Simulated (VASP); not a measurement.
# HfGe: single point with LDA

The system is HfGe.

```
Hf Ge
1.0
     3.27438    0.00000    0.00000
     0.00000    3.27438    0.00000
     0.00000    0.00000    3.27438
Hf Ge
1 1
Direct
  0.00000 0.00000 0.00000
  0.50000 0.50000 0.50000
```

```json
{
 "Program": "VASP 6.6.1",
 "Task": "single point",
 "Functional": "LDA",
 "Potentials or basis": "VASP PAW LDA potentials, release 64 (Hf_pv, Ge_d)",
 "Cutoff": "520 eV",
 "k mesh": "8 × 8 × 8",
 "Occupations": "methfessel-paxton, width 0.01 eV",
 "Spin": "non-collinear spin, zero start, spin-orbit coupling",
 "Starting moments": "[[0.0, 0.0, 0.0], [0.0, 0.0, 0.0]] μB",
 "Dipole correction": "no",
 "Further INCAR settings": "ALGO = Normal; EDIFF = 1e-06; NBANDS = 36"
}
```

```json
{"Pressure": "-0.1 GPa", "Net moment": "0.00 μB per cell", "Valence electrons inside the program's atomic spheres": "Hf 8.50; Ge 12.50"}
```

Moments on the atoms (μB; x, y, z):
```
Hf  0.00 0.00 0.00
Ge  0.00 0.00 0.00
```

It took 73 s on 1 thread of AMD EPYC 7R43 64-Core Processor (Zen 3), on a shared host, peak memory 0.18 GiB.
